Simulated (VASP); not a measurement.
Write the native input for VASP 6.6.1 that does the following.

| Quantity | Value |
| --- | --- |
| Task | single point |
| Functional | PBE |
| Potentials or basis | VASP PAW PBE potentials, release 64 (Ru_pv) |
| Cutoff | 520 eV |
| k mesh | 18 × 18 × 18 |
| Occupations | gaussian, width 0.1 eV |
| Spin | no spin polarisation |
| Dipole correction | no |
| Further INCAR settings | ALGO = Normal; EDIFF = 1e-07; NBANDS = 13 |

The structure of Ru lies in POSCAR:

```
Ru
1.0
    0.0000000000      1.8858394507      1.8858394507
    1.8858394507      0.0000000000      1.8858394507
    1.8858394507      1.8858394507      0.0000000000
Ru
1
Direct
    0.0000000000      0.0000000000      0.0000000000
```

This cell differs from its parent crystal: volume scaled by 0.97.

These files were run (other wordings do the same):

INCAR

```
PREC = Accurate ; ENCUT = 520
EDIFF = 1E-7 ; ISMEAR = 0
SIGMA = 0.1 ; LREAL = F
LASPH = T ; NELM = 80
ALGO = Normal ; ISIF = 2
LWAVE = F ; LCHARG = F
GGA = PE ; NBANDS = 13
```

KPOINTS

```
regular mesh
0
Gamma
  18 18 18
```

Potentials or basis: VASP PAW PBE potentials, release 64 (Ru_pv).

The run is started by

```sh
$ cat potpaw_PBE.64/Ru_pv/POTCAR > POTCAR
$ mpirun -np 1 vasp_std > vasp.out
```

It gave:

- Pressure: 10.0 GPa
- Band gap on the k mesh: zero (band 7 reaches 15.29 eV, above the bottom of band 8 at 11.77 eV)

Run time: 16 s on 1 thread of Intel(R) Xeon(R) Platinum 8488C (Sapphire Rapids), with other jobs on the host, peak memory 0.15 GiB.
